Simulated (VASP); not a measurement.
# ScAl3 (I4/mmm) in VASP: single point with PBEsol

Aim: the single point of ScAl3 with PBEsol.

All numbers are computed with VASP 6.6.1; they aren't measurements. Logs are shortened: lines on timing, memory, paths and dates and some standing lists are left out, and cuts for length are marked.

**1. The cell of the first run**

It takes space group I4/mmm (No. 139, tetragonal). Conventional cell: a = 4.151 Å, b = 4.151 Å, c = 8.740 Å, α = 90.00°, β = 90.00°, γ = 90.00°. Sc (site symmetry 4/mmm) has 12 Al at 2.94 to 3.01 Å within 3.9 Å. Within 3.9 Å of Al (site symmetry -4m2) lie 8 Al at 2.94 to 3.01 Å and 4 Sc at 3.01 Å. Within 3.9 Å of Al (site symmetry 4/mmm) lie 4 Sc at 2.94 Å and 8 Al at 3.01 Å.

**2. Single point, PBEsol (strain +0.0400 x Voigt [1, 1, 0, 0, 0, 0])**

Input file INCAR:

```
ALGO     = Fast           # electronic algorithm
EDIFF    = 1E-7           # SCF threshold, eV
ENCUT    = 520            # plane-wave cutoff, eV
GGA      = PS             # functional
ISIF     = 2              # what is computed and relaxed
ISMEAR   = 0              # smearing method
LASPH    = T              # aspherical terms in the spheres
LCHARG   = F              # write CHGCAR
LREAL    = F              # projectors in reciprocal space
LWAVE    = F              # write WAVECAR
NBANDS   = 18             # bands
NELM     = 80             # most SCF steps
PREC     = Accurate       # precision mode
SIGMA    = 0.15           # smearing width, eV
```

Input file KPOINTS:

```
k-points
0
Gamma
  16 16 16
```

Input file POSCAR:

```
ScAl3
1.0
   -2.0755684449      2.0755684449      4.3698183015
    2.0755684449     -2.0755684449      4.3698183015
    2.0755684449      2.0755684449     -4.3698183015
Sc Al
1 3
Direct
    0.0000000000      0.0000000000      0.0000000000
    0.7500000000      0.2500000000      0.5000000000
    0.2500000000      0.7500000000      0.5000000000
    0.5000000000      0.5000000000      0.0000000000
```

Potentials or basis: VASP PAW PBE potentials, release 64 (Sc_sv, Al).

Command:

```console
$ cat potpaw_PBE.64/Sc_sv/POTCAR potpaw_PBE.64/Al/POTCAR > POTCAR
$ mpirun -np 1 vasp_std > vasp.out
```

OUTCAR:

```text
EDIFF = 1E-7
   ENCUT = 520
   GGA = PS
   ISIF = 2
   ISMEAR = 0
   LASPH = T
   LREAL = F
   NELM = 80
   PREC = Accurate

 ion  position               nearest neighbor table
   1  0.000  0.000  0.000-   4 2.94   4 2.94   4 2.94   4 2.94   3 3.01   2 3.01   3 3.01   3 3.01
                             2 3.01   2 3.01   3 3.01   2 3.01
   2  0.750  0.250  0.500-   3 2.94   3 2.94   3 2.94   3 2.94   4 3.01   1 3.01   4 3.01   1 3.01
                             4 3.01   4 3.01   1 3.01   1 3.01
   3  0.250  0.750  0.500-   2 2.94   2 2.94   2 2.94   2 2.94   4 3.01   1 3.01   4 3.01   4 3.01
                             1 3.01   1 3.01   4 3.01   1 3.01
   4  0.500  0.500  0.000-   1 2.94   1 2.94   1 2.94   1 2.94   3 3.01   2 3.01   3 3.01   2 3.01
                             3 3.01   3 3.01   2 3.01   2 3.01

  LATTYP: Found a body centered tetragonal cell.
 ALAT       =     4.1511368898
 C/A-ratio  =     2.1053597689

  Lattice vectors:

 A1 = (  -2.0755684449,   2.0755684449,   4.3698183015)
 A2 = (   2.0755684449,  -2.0755684449,   4.3698183015)
 A3 = (   2.0755684449,   2.0755684449,  -4.3698183015)

Analysis of symmetry for initial positions (statically):
=====================================================================
 Subroutine PRICEL returns:
 Original cell was already a primitive cell.

 Routine SETGRP: Setting up the symmetry group for a
 body centered tetragonal supercell.

 Subroutine GETGRP returns: Found 16 space group operations
 (whereof 16 operations were pure point group operations)
 out of a pool of 16 trial point group operations.

The static configuration has the point symmetry D_4h.

Analysis of symmetry for dynamics (positions and initial velocities):
=====================================================================
 Subroutine PRICEL returns:
 Original cell was already a primitive cell.

 Routine SETGRP: Setting up the symmetry group for a
 body centered tetragonal supercell.

 Subroutine GETGRP returns: Found 16 space group operations
 (whereof 16 operations were pure point group operations)
 out of a pool of 16 trial point group operations.

The dynamic configuration has the point symmetry D_4h.

 Subroutine INISYM returns: Found 16 space group operations
 (whereof 16 operations are pure point group operations),
 and found     1 'primitive' translations

----------------------------------------------------------------------------------------

                                     Primitive cell

  volume of cell :      75.3004

  direct lattice vectors                    reciprocal lattice vectors
    -2.075568445  2.075568445  4.369818301     0.000000000  0.240897862  0.114421233
     2.075568445 -2.075568445  4.369818301     0.240897862  0.000000000  0.114421233
     2.075568445  2.075568445 -4.369818301     0.240897862  0.240897862  0.000000000

  length of vectors
     5.264150523  5.264150523  5.264150523     0.266690829  0.266690829  0.340681023

  position of ions in fractional coordinates (direct lattice)
     0.000000000  0.000000000  0.000000000
     0.750000000  0.250000000  0.500000000
     0.250000000  0.750000000  0.500000000
     0.500000000  0.500000000  0.000000000

  ion indices of the primitive-cell ions
   primitive index   ion index
                 1           1
                 2           2
                 3           3
                 4           4

----------------------------------------------------------------------------------------

 KPOINTS: k-points

Automatic generation of k-mesh.
 Grid dimensions read from file:
 generate k-points for:   16   16   16

 Generating k-lattice:

  Cartesian coordinates                     Fractional coordinates (reciprocal lattice)
     0.000000000  0.015056116  0.007151327     0.062500000 -0.000000000  0.000000000
     0.015056116  0.000000000  0.007151327    -0.000000000  0.062500000  0.000000000
     0.015056116  0.015056116  0.000000000     0.000000000  0.000000000  0.062500000

  Length of vectors
     0.016668177  0.016668177  0.021292564

  Shift w.r.t. Gamma in fractional coordinates (k-lattice)
     0.000000000  0.000000000  0.000000000

 Subroutine IBZKPT returns following result:
 ===========================================

 Found    349 irreducible k-points:

 Following reciprocal coordinates:
            Coordinates               Weight
  0.000000  0.000000  0.000000      1.000000
  0.062500  0.000000  0.000000      8.000000
  0.125000  0.000000  0.000000      8.000000
  0.187500  0.000000  0.000000      8.000000
  0.250000  0.000000  0.000000      8.000000
  0.312500  0.000000  0.000000      8.000000
[... 16 lines left out ...]
 -0.125000  0.062500  0.000000     16.000000
 -0.062500  0.062500  0.000000      4.000000
 [... further k-points ...]
   k-points           NKPTS =    349   k-points in BZ     NKDIM =    349   number of bands    NBANDS=     18
   number of dos      NEDOS =    301   number of ions     NIONS =      4
   total plane-waves  NPLWV =  64000
   dimension x,y,z NGX =    40 NGY =   40 NGZ =   40
   dimension x,y,z NGXF=    80 NGYF=   80 NGZF=   80
   ions per type =               1   3
   NGX,Y,Z   is equivalent  to a cutoff of  12.63, 12.63, 12.63 a.u.
   NGXF,Y,Z  is equivalent  to a cutoff of  25.26, 25.26, 25.26 a.u.
 SYSTEM =  unknown system
   PREC   = accura    normal or accurate (medium, high low for compatibility)
   ISTART =      0    job   : 0-new  1-cont  2-samecut
   ICHARG =      2    charge: 1-file 2-atom 10-const
   ISPIN  =      1    spin polarized calculation?
   LNONCOLLINEAR =      F non collinear calculations
   LSORBIT =      F    spin-orbit coupling
   LASPH  =      T    aspherical Exc in radial PAW
   ENCUT  =  520.0 eV  38.22 Ry    6.18 a.u.   9.79  9.79  9.79*2*pi/ulx,y,z
   NELM   =     80;   NELMIN=  2; NELMDL= -5     # of ELM steps
   EDIFF  = 0.1E-06   stopping-criterion for ELM
   LREAL  =      F    real-space projection
   EDIFFG = 0.1E-05   stopping-criterion for IOM
   NSW    =      0    number of steps for IOM
   IBRION =     -1    ionic relax: 0-MD 1-quasi-New 2-CG
   NFREE  =      0    steps in history (QN), initial steepest desc. (CG)
   ISIF   =      2    stress and relaxation
   ISYM   =      2    0-nonsym 1-usesym 2-fastsym
   POTIM  = 0.5000    time-step for ionic-motion
   TEBEG  =    0.0;   TEEND  =   0.0 temperature during run
   PSTRESS=    0.0 pullay stress
   NELECT =      20.0000    total number of electrons
   NUPDOWN=      -1.0000    fix difference up-down
   EMIN   =  10.00;   EMAX   =-10.00  energy-range for DOS
   EFERMI =   0.00;   METHOD = LEGACY
   ISMEAR =     0;   SIGMA  =   0.15  broadening in eV -4-tet -1-fermi 0-gaus
   EFERMI_NEDOS =   21; number of points for ismear=-14 and -15
   IALGO  =     68    algorithm
   IMIX   =      4    mixing-type and parameters
     AMIX     =   0.40;   BMIX     =  1.00
     AMIX_MAG =   1.60;   BMIX_MAG =  1.00
  volume/ion in A,a.u.               =      18.83       127.04
  Fermi-wavevector in a.u.,A,eV,Ry     =   1.052331  1.988617 15.067097  1.107400
  Thomas-Fermi vector in A             =   2.187409
   LORBIT       =      0    0 simple, 1 ext, 2 COOP (PROOUT), +10 PAW based schemes
   GGA     = PS    functional components
   LHFCALC =     F    Hartree Fock is set to
   AEXX    =    0.0000 exact exchange contribution
   IVDW    =     0    specifies the selected vdW correction
   LEPSILON=     F    determine dielectric tensor
   LRPA    =     F    only Hartree local field effects (RPA)
 non-spin polarized calculation
 RMM-DIIS sequential band-by-band and
 Gauss-broadening in eV      SIGMA  =   0.15
  energy-cutoff  :      520.00
  volume of cell :       75.30
 maximum number of plane-waves:      2043
   NGX = 19   NGY = 19   NGZ = 19

 number of electron      20.0000000 magnetization

 Free energy of the ion-electron system (eV)
  ---------------------------------------------------
  ext. energy  EPLUGINS =         0.00000000
  ---------------------------------------------------
  free energy    TOTEN  =       -20.25132758 eV

  energy without entropy =      -20.22628973  energy(sigma->0) =      -20.23880866

 E-fermi :   6.0493     XC(G=0): -10.1278

 val. band max:        6.0341440073   @ k =   0.2500   0.2500   0.0625
 cond. band min:       6.0558499737   @ k =  -0.1875   0.3125   0.1250
 fundamental gap:      0.0217059664
 Fermi energy:         6.0492658420

 k-point     1 :       0.0000    0.0000    0.0000
  band No.  band energies     occupation
      1     -42.8538      2.00000
      2     -21.6201      2.00000
      3     -21.6088      2.00000
      4     -21.6088      2.00000
      5      -3.1452      2.00000
      6       3.8142      2.00000
[... 10 lines left out ...]
     17      10.3184      0.00000
     18      11.0247      0.00000

 k-point     2 :       0.0625    0.0000    0.0000
  band No.  band energies     occupation
      1     -42.8537      2.00000
      2     -21.6201      2.00000
      3     -21.6097      2.00000
      4     -21.6088      2.00000
      5      -3.1026      2.00000
      6       3.5641      2.00000
[... 10 lines left out ...]
     17      10.4080      0.00000
     18      11.1972      0.00000

 k-point     3 :       0.1250    0.0000    0.0000
  band No.  band energies     occupation
      1     -42.8536      2.00000
      2     -21.6201      2.00000
      3     -21.6124      2.00000
      4     -21.6086      2.00000
      5      -2.9753      2.00000
      6       3.1906      2.00000
[... 10 lines left out ...]
     17      10.4343      0.00000
     18      10.6454      0.00000

 k-point     4 :       0.1875    0.0000    0.0000
  band No.  band energies     occupation
      1     -42.8535      2.00000
      2     -21.6200      2.00000
      3     -21.6162      2.00000
      4     -21.6083      2.00000
      5      -2.7648      2.00000
      6       2.7222      2.00000
[... 10 lines left out ...]
     17      10.4012      0.00000
     18      10.7575      0.00000

 k-point     5 :       0.2500    0.0000    0.0000
  band No.  band energies     occupation
      1     -42.8533      2.00000
      2     -21.6212      2.00000
      3     -21.6197      2.00000
      4     -21.6080      2.00000
      5      -2.4737      2.00000
      6       2.1174      2.00000
[... 10 lines left out ...]
     17      10.3951      0.00000
     18      11.2256      0.00000

 k-point     6 :       0.3125    0.0000    0.0000
  band No.  band energies     occupation
      1     -42.8531      2.00000
      2     -21.6256      2.00000
      3     -21.6198      2.00000
      4     -21.6077      2.00000
      5      -2.1058      2.00000
      6       1.4389      2.00000
[... 307 lines left out ...]
 k-point    21 :      -0.2500    0.0625    0.0000
  band No.  band energies     occupation
      1     -42.8532      2.00000
      2     -21.6209      2.00000
      3     -21.6195      2.00000
      4     -21.6089      2.00000
      5      -2.4925      2.00000
      6       2.3029      2.00000
[... 10 lines left out ...]
     17      10.3145      0.00000
     18      10.9050      0.00000

 k-point    22 :      -0.1875    0.0625   -0.0000
  band No.  band energies     occupation
      1     -42.8534      2.00000
      2     -21.6198      2.00000
      3     -21.6162      2.00000
      4     -21.6092      2.00000
      5      -2.7688      2.00000
      6       2.9691      2.00000
[... 10 lines left out ...]
     17      10.3015      0.00000
     18      10.8524      0.00000

 k-point    23 :      -0.1250    0.0625    0.0000
  band No.  band energies     occupation
      1     -42.8536      2.00000
      2     -21.6199      2.00000
      3     -21.6123      2.00000
      4     -21.6095      2.00000
      5      -2.9639      2.00000
      6       3.5274      2.00000
[... 10 lines left out ...]
     17      10.7010      0.00000
     18      11.4458      0.00000

 k-point    24 :      -0.0625    0.0625    0.0000
  band No.  band energies     occupation
      1     -42.8537      2.00000
      2     -21.6200      2.00000
      3     -21.6098      2.00000
      4     -21.6096      2.00000
      5      -3.0756      2.00000
      6       3.8665      2.00000
[... 10 lines left out ...]
     17      10.4393      0.00000
     18      11.3069      0.00000

 [... further k-points ...]
[... 5 lines left out ...]
  --------------------------------------------------------------------------------------
  -------------------------------------------------------------------------------------
  Total       -3.4626907     -3.4626907     -1.3256289      0.0000000      0.0000000     -0.0000000
  in kB      -73.6761278    -73.6761278    -28.2055814      0.0000000      0.0000000     -0.0000000
  external PRESSURE =     -58.5192790 kB  Pullay stress =       0.0000000 kB

 VOLUME and BASIS-vectors are now :
 -----------------------------------------------------------------------------
  energy-cutoff  :      520.00
  volume of cell :       75.30
      direct lattice vectors                 reciprocal lattice vectors
    -2.075568445  2.075568445  4.369818301     0.000000000  0.240897862  0.114421233
     2.075568445 -2.075568445  4.369818301     0.240897862  0.000000000  0.114421233
     2.075568445  2.075568445 -4.369818301     0.240897862  0.240897862  0.000000000

 POSITION                                       TOTAL-FORCE (eV/Angst)
 -----------------------------------------------------------------------------------
      0.00000      0.00000      0.00000        -0.000000      0.000000      0.000000
      0.00000      2.07557      2.18491         0.000000     -0.000000      0.000000
      2.07557      0.00000      2.18491         0.000000      0.000000     -0.000000
      0.00000      0.00000      4.36982        -0.000000      0.000000      0.000000
 -----------------------------------------------------------------------------------
    total drift:                               -0.000000     -0.000000     -0.000000

  FREE ENERGIE OF THE ION-ELECTRON SYSTEM (eV)
  ---------------------------------------------------
  free  energy   TOTEN  =       -20.2513275801 eV

  energy  without entropy=      -20.2262897336  energy(sigma->0) =      -20.23880866
```

Wall time 13 min (1 thread of Intel Xeon Platinum 8259CL at 2.50GHz (Skylake/Cascade Lake), shared host); peak memory 0.58 GiB.

What came out:

| Item | Value |
| --- | --- |
| Free energy | -20.2513 eV |
| Pressure | -5.9 GPa |
| Band gap on the k mesh | zero (bands 10 and 11 overlap by 1.83 eV) |

Stress tensor (GPa, compression positive):
```
-7.37  0.00  0.00
 0.00 -7.37  0.00
 0.00  0.00 -2.82
```

Levels at points of the mesh, in eV from the Fermi level:
```tsv
k point	band 6	band 7	band 8	band 9	band 10	band 11	band 12	band 13	band 14	band 15
(0.00, 0.00, 0.00)	-2.24	-1.94	-1.12	-1.12	-0.94	0.92	1.30	1.30	1.54	2.18
(0.50, 0.00, 0.00)	-6.40	-3.01	-2.67	-0.84	0.40	0.98	1.56	2.21	2.37	3.14
(0.50, 0.50, 0.00)	-4.99	-4.28	-3.30	-2.48	-1.82	-0.40	2.22	2.63	2.85	3.01
(0.50, 0.50, 0.50)	-6.82	-1.98	-1.19	-1.19	0.13	1.36	1.36	1.75	3.41	4.25
```

Caveat: the cell differs from its parent crystal (strain +0.0400 x Voigt [1, 1, 0, 0, 0, 0]); the cell stands under tension; the PAW data sets were made with another functional, which shifts forces and pressure a little.
